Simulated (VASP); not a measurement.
# SiO2 (P4_32_12) in VASP: relaxation of cell and atoms with LDA

Aim: the relaxation of cell and atoms of SiO2 with LDA.

Everything below comes from runs of VASP 6.6.1. Logs are shortened: lines on timing, memory, paths and dates and some standing lists are left out, and cuts for length are marked.

### 1 The cell of the first run

Symmetry: P4_32_12, No. 96, tetragonal system. The conventional cell has a = 4.933 Å, b = 4.933 Å, c = 6.465 Å, α = 90.00°, β = 90.00°, γ = 90.00°. Si (site symmetry 2) has 4 O at 1.62 Å within 2.2 Å. O (site symmetry 1) has 2 Si at 1.62 Å within 2.2 Å.

### 2 Relaxation of cell and atoms, LDA

File INCAR:

```
SYSTEM = SiO2
ALGO     = Normal         ! electronic algorithm
EDIFF    = 1E-6           ! SCF threshold, eV
EDIFFG   = -0.005         ! ionic threshold
ENCUT    = 600            ! plane-wave cutoff, eV
GGA      = CA             ! functional
IBRION   = 2              ! ionic algorithm
ISIF     = 3              ! what is computed and relaxed
ISMEAR   = 0              ! smearing method
LASPH    = .True.         ! aspherical terms in the spheres
LCHARG   = .False.        ! write CHGCAR
LREAL    = .False.        ! projectors in reciprocal space
LWAVE    = .False.        ! write WAVECAR
NELM     = 100            ! most SCF steps
NSW      = 100            ! ionic steps
PREC     = Accurate       ! precision mode
SIGMA    = 0.02           ! smearing width, eV
```

File KPOINTS:

```
k-points
0
Gamma
  6 6 4
  0 0 0
```

File POSCAR:

```
SiO2
1.0
    4.9329000000      0.0000000000      0.0000000000
    0.0000000000      4.9329000000      0.0000000000
    0.0000000000      0.0000000000      6.4645000000
Si O
4 8
Direct
    0.8177050000      0.8177050000      0.5000000000
    0.6822950000      0.3177050000      0.2500000000
    0.1822950000      0.1822950000      0.0000000000
    0.3177050000      0.6822950000      0.7500000000
    0.2683400000      0.3645700000      0.8019300000
    0.1354300000      0.7683400000      0.5519300000
    0.7316600000      0.6354300000      0.3019300000
    0.8645700000      0.2316600000      0.0519300000
    0.7683400000      0.1354300000      0.4480700000
    0.6354300000      0.7316600000      0.6980700000
    0.2316600000      0.8645700000      0.9480700000
    0.3645700000      0.2683400000      0.1980700000
```

Potentials or basis: VASP PAW LDA potentials, release 64 (Si, O).

Command:

```bash
$ cat potpaw_LDA.64/Si/POTCAR potpaw_LDA.64/O/POTCAR > POTCAR
$ mpirun -np 1 vasp_std > vasp.out
```

OUTCAR:

```text
SYSTEM = SiO2
   EDIFF = 1E-6
   EDIFFG = -0.005
   ENCUT = 600
   GGA = CA
   IBRION = 2
   ISIF = 3
   ISMEAR = 0
   LASPH = .True.
   LREAL = .False.
   NELM = 100
   NSW = 100
   PREC = Accurate

 ion  position               nearest neighbor table
   1  0.818  0.818  0.500-   7 1.62  10 1.62   9 1.62   6 1.62   2 3.02   4 3.02   2 3.02   4 3.02

   2  0.682  0.318  0.250-   8 1.62   9 1.62   7 1.62  12 1.62   1 3.02   3 3.02   1 3.02   3 3.02

   3  0.182  0.182  0.000-   5 1.62  12 1.62  11 1.62   8 1.62   2 3.02   4 3.02   4 3.02   2 3.02

   4  0.318  0.682  0.750-   6 1.62  11 1.62  10 1.62   5 1.62   1 3.02   3 3.02   3 3.02   1 3.02

   5  0.268  0.365  0.802-   3 1.62   4 1.62
   6  0.135  0.768  0.552-   4 1.62   1 1.62
   7  0.732  0.635  0.302-   1 1.62   2 1.62
   8  0.865  0.232  0.052-   2 1.62   3 1.62
   9  0.768  0.135  0.448-   2 1.62   1 1.62
  10  0.635  0.732  0.698-   1 1.62   4 1.62
  11  0.232  0.865  0.948-   4 1.62   3 1.62
  12  0.365  0.268  0.198-   3 1.62   2 1.62

  LATTYP: Found a simple tetragonal cell.
 ALAT       =     4.9329000000
 C/A-ratio  =     1.3104867319

  Lattice vectors:

 A1 = (   4.9329000000,   0.0000000000,   0.0000000000)
 A2 = (   0.0000000000,   4.9329000000,   0.0000000000)
 A3 = (   0.0000000000,   0.0000000000,   6.4645000000)

Analysis of symmetry for initial positions (statically):
=====================================================================
 Subroutine PRICEL returns:
 Original cell was already a primitive cell.

 Routine SETGRP: Setting up the symmetry group for a
 simple tetragonal supercell.

 Subroutine GETGRP returns: Found  8 space group operations
 (whereof  2 operations were pure point group operations)
 out of a pool of 16 trial point group operations.

The static configuration has the point symmetry C_2 .
 The point group associated with its full space group is D_4 .

Analysis of symmetry for dynamics (positions and initial velocities):
=====================================================================
 Subroutine PRICEL returns:
 Original cell was already a primitive cell.

 Routine SETGRP: Setting up the symmetry group for a
 simple tetragonal supercell.

 Subroutine GETGRP returns: Found  8 space group operations
 (whereof  2 operations were pure point group operations)
 out of a pool of 16 trial point group operations.

The dynamic configuration has the point symmetry C_2 .
 The point group associated with its full space group is D_4 .

 Subroutine INISYM returns: Found  8 space group operations
 (whereof  2 operations are pure point group operations),
 and found     1 'primitive' translations

----------------------------------------------------------------------------------------

                                     Primitive cell

  volume of cell :     157.3039

  direct lattice vectors                    reciprocal lattice vectors
     4.932900000  0.000000000  0.000000000     0.202720509  0.000000000  0.000000000
     0.000000000  4.932900000  0.000000000     0.000000000  0.202720509  0.000000000
     0.000000000  0.000000000  6.464500000     0.000000000  0.000000000  0.154691005

  length of vectors
     4.932900000  4.932900000  6.464500000     0.202720509  0.202720509  0.154691005

  position of ions in fractional coordinates (direct lattice)
     0.817705000  0.817705000  0.500000000
     0.682295000  0.317705000  0.250000000
     0.182295000  0.182295000  0.000000000
     0.317705000  0.682295000  0.750000000
     0.268340000  0.364570000  0.801930000
     0.135430000  0.768340000  0.551930000
     0.731660000  0.635430000  0.301930000
     0.864570000  0.231660000  0.051930000
     0.768340000  0.135430000  0.448070000
     0.635430000  0.731660000  0.698070000
     0.231660000  0.864570000  0.948070000
     0.364570000  0.268340000  0.198070000

  ion indices of the primitive-cell ions
   primitive index   ion index
                 1           1
                 2           2
                 3           3
                 4           4
                 5           5
                 6           6
                 7           7
                 8           8
                 9           9
                10          10
                11          11
                12          12

----------------------------------------------------------------------------------------

 KPOINTS: k-points

Automatic generation of k-mesh.
 Grid dimensions read from file:
 generate k-points for:    6    6    4

 Generating k-lattice:

  Cartesian coordinates                     Fractional coordinates (reciprocal lattice)
     0.033786752  0.000000000  0.000000000     0.166666667  0.000000000  0.000000000
     0.000000000  0.033786752  0.000000000     0.000000000  0.166666667  0.000000000
     0.000000000  0.000000000  0.038672751     0.000000000  0.000000000  0.250000000

  Length of vectors
     0.033786752  0.033786752  0.038672751

  Shift w.r.t. Gamma in fractional coordinates (k-lattice)
     0.000000000  0.000000000  0.000000000

 Subroutine IBZKPT returns following result:
 ===========================================

 Found     30 irreducible k-points:

 Following reciprocal coordinates:
            Coordinates               Weight
  0.000000  0.000000  0.000000      1.000000
  0.166667  0.000000  0.000000      4.000000
  0.333333  0.000000  0.000000      4.000000
  0.500000  0.000000  0.000000      2.000000
  0.166667  0.166667  0.000000      4.000000
  0.333333  0.166667  0.000000      8.000000
[... 16 lines left out ...]
  0.333333  0.000000  0.500000      4.000000
  0.500000  0.000000  0.500000      2.000000
 [... further k-points ...]
   k-points           NKPTS =     30   k-points in BZ     NKDIM =     30   number of bands    NBANDS=     39
   number of dos      NEDOS =    301   number of ions     NIONS =     12
   total plane-waves  NPLWV =  86400
   dimension x,y,z NGX =    40 NGY =   40 NGZ =   54
   dimension x,y,z NGXF=    80 NGYF=   80 NGZF=  108
   ions per type =               4   8
   NGX,Y,Z   is equivalent  to a cutoff of  13.48, 13.48, 13.89 a.u.
   NGXF,Y,Z  is equivalent  to a cutoff of  26.96, 26.96, 27.77 a.u.
 SYSTEM =  SiO2
   PREC   = accura    normal or accurate (medium, high low for compatibility)
   ISTART =      0    job   : 0-new  1-cont  2-samecut
   ICHARG =      2    charge: 1-file 2-atom 10-const
   ISPIN  =      1    spin polarized calculation?
   LNONCOLLINEAR =      F non collinear calculations
   LSORBIT =      F    spin-orbit coupling
   LASPH  =      T    aspherical Exc in radial PAW
   ENCUT  =  600.0 eV  44.10 Ry    6.64 a.u.   9.85  9.85 12.91*2*pi/ulx,y,z
   NELM   =    100;   NELMIN=  2; NELMDL= -5     # of ELM steps
   EDIFF  = 0.1E-05   stopping-criterion for ELM
   LREAL  =      F    real-space projection
   EDIFFG = -.5E-02   stopping-criterion for IOM
   NSW    =    100    number of steps for IOM
   IBRION =      2    ionic relax: 0-MD 1-quasi-New 2-CG
   NFREE  =      1    steps in history (QN), initial steepest desc. (CG)
   ISIF   =      3    stress and relaxation
   ISYM   =      2    0-nonsym 1-usesym 2-fastsym
   POTIM  = 0.5000    time-step for ionic-motion
   TEBEG  =    0.0;   TEEND  =   0.0 temperature during run
   PSTRESS=    0.0 pullay stress
   NELECT =      64.0000    total number of electrons
   NUPDOWN=      -1.0000    fix difference up-down
   EMIN   =  10.00;   EMAX   =-10.00  energy-range for DOS
   EFERMI =   0.00;   METHOD = LEGACY
   ISMEAR =     0;   SIGMA  =   0.02  broadening in eV -4-tet -1-fermi 0-gaus
   EFERMI_NEDOS =   21; number of points for ismear=-14 and -15
   IALGO  =     38    algorithm
   IMIX   =      4    mixing-type and parameters
     AMIX     =   0.40;   BMIX     =  1.00
     AMIX_MAG =   1.60;   BMIX_MAG =  1.00
  volume/ion in A,a.u.               =      13.11        88.46
  Fermi-wavevector in a.u.,A,eV,Ry     =   1.213077  2.292383 20.021726  1.471555
  Thomas-Fermi vector in A             =   2.348540
   LORBIT       =      0    0 simple, 1 ext, 2 COOP (PROOUT), +10 PAW based schemes
   GGA     = CA    functional components
   LHFCALC =     F    Hartree Fock is set to
   AEXX    =    0.0000 exact exchange contribution
   IVDW    =     0    specifies the selected vdW correction
   LEPSILON=     F    determine dielectric tensor
   LRPA    =     F    only Hartree local field effects (RPA)
 conjugate gradient relaxation of ions
 non-spin polarized calculation
 Gauss-broadening in eV      SIGMA  =   0.02
  energy-cutoff  :      600.00
  volume of cell :      157.30
 maximum number of plane-waves:      5280
 NGX is ok and might be reduce to    40
   NGX = 19   NGY = 19   NGZ = 25

--------------------------------------- Ionic step        1  -------------------------------------------

 number of electron      64.0000008 magnetization

 Free energy of the ion-electron system (eV)
  ---------------------------------------------------
  ext. energy  EPLUGINS =         0.00000000
  ---------------------------------------------------
  free energy    TOTEN  =      -103.66106033 eV

  energy without entropy =     -103.66106033  energy(sigma->0) =     -103.66106033

------------------------ aborting loop because EDIFF is reached ----------------------------------------

  FORCE on cell =-STRESS in cart. coord.  units (eV):
  Direction    XX          YY          ZZ          XY          YZ          ZX
  --------------------------------------------------------------------------------------
  -------------------------------------------------------------------------------------
  Total       -3.7519008     -3.7519008     -0.4672415      0.0000000     -0.0000000      0.0000000
  in kB      -38.2139882    -38.2139882     -4.7589642      0.0000000     -0.0000000      0.0000000
  external PRESSURE =     -27.0623136 kB  Pullay stress =       0.0000000 kB
[... 119 lines left out ...]
  FREE ENERGIE OF THE ION-ELECTRON SYSTEM (eV)
  ---------------------------------------------------
  free  energy   TOTEN  =      -103.6898248486 eV

  energy  without entropy=     -103.6898248486  energy(sigma->0) =     -103.68982485

 E-fermi :   0.6813     XC(G=0):  -9.5541

 val. band max:        0.5591289974   @ k =   0.0000   0.0000   0.0000
 cond. band min:       6.1917929812   @ k =   0.0000   0.0000   0.0000
 fundamental gap:      5.6326639838
 Fermi energy:         0.6812790269

 k-point     1 :       0.0000    0.0000    0.0000
  band No.  band energies     occupation
      1     -18.7518      2.00000
      2     -17.7606      2.00000
      3     -17.7606      2.00000
      4     -16.5356      2.00000
      5     -16.4601      2.00000
      6     -16.4601      2.00000
[... 997 lines left out ...]
     38       9.9458      0.00000
     39      10.5677      0.00000

 [... further k-points ...]

[... ionic steps 4 to 42 ...]

--------------------------------------- Ionic step       43  -------------------------------------------

 number of electron      64.0000011 magnetization

------------------------ aborting loop because EDIFF is reached ----------------------------------------

  FORCE on cell =-STRESS in cart. coord.  units (eV):
  Direction    XX          YY          ZZ          XY          YZ          ZX
  --------------------------------------------------------------------------------------
  -------------------------------------------------------------------------------------
  Total        0.0789967      0.0789967      0.0499459     -0.0000000      0.0000000      0.0000000
  in kB        0.7595064      0.7595064      0.4801997     -0.0000000      0.0000000      0.0000000
  external PRESSURE =       0.6664042 kB  Pullay stress =       0.0000000 kB
[... 77 lines left out ...]
  energy  without entropy=     -103.7561254843  energy(sigma->0) =     -103.75612548

--------------------------------------- Ionic step       45  -------------------------------------------

 number of electron      64.0000011 magnetization

 Free energy of the ion-electron system (eV)
  ---------------------------------------------------
  ext. energy  EPLUGINS =         0.00000000
  ---------------------------------------------------
  free energy    TOTEN  =      -103.75614211 eV

  energy without entropy =     -103.75614211  energy(sigma->0) =     -103.75614211

 E-fermi :   0.1768     XC(G=0):  -9.1770

 val. band max:        0.0856409940   @ k =   0.0000   0.0000   0.0000
 cond. band min:       5.6448433442   @ k =   0.0000   0.0000   0.0000
 fundamental gap:      5.5592023502
 Fermi energy:         0.1767790714

 k-point     1 :       0.0000    0.0000    0.0000
  band No.  band energies     occupation
      1     -19.1780      2.00000
      2     -18.2296      2.00000
      3     -18.2296      2.00000
      4     -17.0093      2.00000
      5     -16.9455      2.00000
      6     -16.9392      2.00000
[... 997 lines left out ...]
     38       9.2238      0.00000
     39      10.0935      0.00000

 [... further k-points ...]
[... 5 lines left out ...]
  --------------------------------------------------------------------------------------
  -------------------------------------------------------------------------------------
  Total        0.0402781      0.0402781     -0.0197253      0.0000000      0.0000000      0.0000000
  in kB        0.3871145      0.3871145     -0.1895804      0.0000000      0.0000000      0.0000000
  external PRESSURE =       0.1948829 kB  Pullay stress =       0.0000000 kB
[... 27 lines left out ...]
  FREE ENERGIE OF THE ION-ELECTRON SYSTEM (eV)
  ---------------------------------------------------
  free  energy   TOTEN  =      -103.7561421138 eV

  energy  without entropy=     -103.7561421138  energy(sigma->0) =     -103.75614211

 reached required accuracy - stopping structural energy minimisation
```

It took 34 min on 1 thread of Intel Xeon 6975P-C (Granite Rapids), shared host; peak memory 0.33 GiB.

What came out:

- Free energy: -103.7561 eV
- Relaxed volume: 13.89 Å³/atom
- Relaxed cell: a = 4.932 Å, b = 4.932 Å, c = 6.854 Å, α = 90.00°, β = 90.00°, γ = 90.00°
- Space group after relaxing (to 0.1 Å): P4_32_12 (No. 96)
- Energy gained by relaxing: 7.9 meV/atom
- Ionic steps: 45
- Pressure after relaxing: 0.0 GPa
- Largest force after relaxing: 0.004 eV/Å
- Band gap on the k mesh: 5.56 eV

Forces in eV/Å, atoms in the order of the input:
```
Si   0.003  0.003  0.000
Si  -0.003  0.003  0.000
Si  -0.003 -0.003  0.000
Si   0.003 -0.003  0.000
O    0.003  0.001  0.002
O   -0.001  0.003  0.002
O   -0.003 -0.001  0.002
O    0.001 -0.003  0.002
O    0.003 -0.001 -0.002
O   -0.001 -0.003 -0.002
O   -0.003  0.001 -0.002
O    0.001  0.003 -0.002
```

Step by step:
```csv
step,energy change (eV),largest force (eV/Å),pressure (GPa),volume (Å³)
1,0.0000,0.2375,-2.71,157.30
3,-0.0288,0.2134,0.18,155.21
5,-0.0371,0.1374,0.83,154.93
7,-0.0570,0.1281,0.40,155.57
9,-0.0599,0.1215,0.23,155.89
11,-0.0699,0.1163,0.07,156.78
13,-0.0726,0.1750,-0.06,157.53
15,-0.0745,0.0434,-0.01,157.75
17,-0.0755,0.0356,0.17,157.79
19,-0.0769,0.0375,0.97,157.99
21,-0.0771,0.0307,0.79,157.98
23,-0.0784,0.0190,0.68,158.31
25,-0.0814,0.0581,0.26,159.59
27,-0.0817,0.0836,0.06,160.14
29,-0.0836,0.1207,-0.06,160.84
31,-0.0839,0.1721,-0.13,161.20
33,-0.0867,0.1342,-0.14,161.92
35,-0.0935,0.0429,-0.23,165.18
37,-0.0941,0.0363,-0.04,165.92
39,-0.0944,0.0337,0.07,166.05
41,-0.0949,0.0354,0.15,166.35
43,-0.0951,0.0090,0.07,166.64
45,-0.0951,0.0035,0.02,166.70
```

Final structure:
```xyz
12
Lattice="4.9316 0.0000 0.0000 0.0000 4.9316 0.0000 0.0000 0.0000 6.8544" Properties=species:S:1:pos:R:3 pbc="T T T"
Si    3.9765    3.9765    3.4272
Si    3.4208    1.5108    1.7136
Si    0.9550    0.9550    0.0000
Si    1.5108    3.4208    5.1408
O     1.2984    1.8898    5.5883
O     0.5760    3.7642    3.8747
O     3.6332    3.0418    2.1611
O     4.3556    1.1674    0.4475
O     3.7642    0.5760    2.9797
O     3.0418    3.6332    4.6933
O     1.1674    4.3556    6.4068
O     1.8898    1.2984    1.2661
```

A k mesh can miss the band edges. As with any semilocal functional, this LDA gap is likely too small.
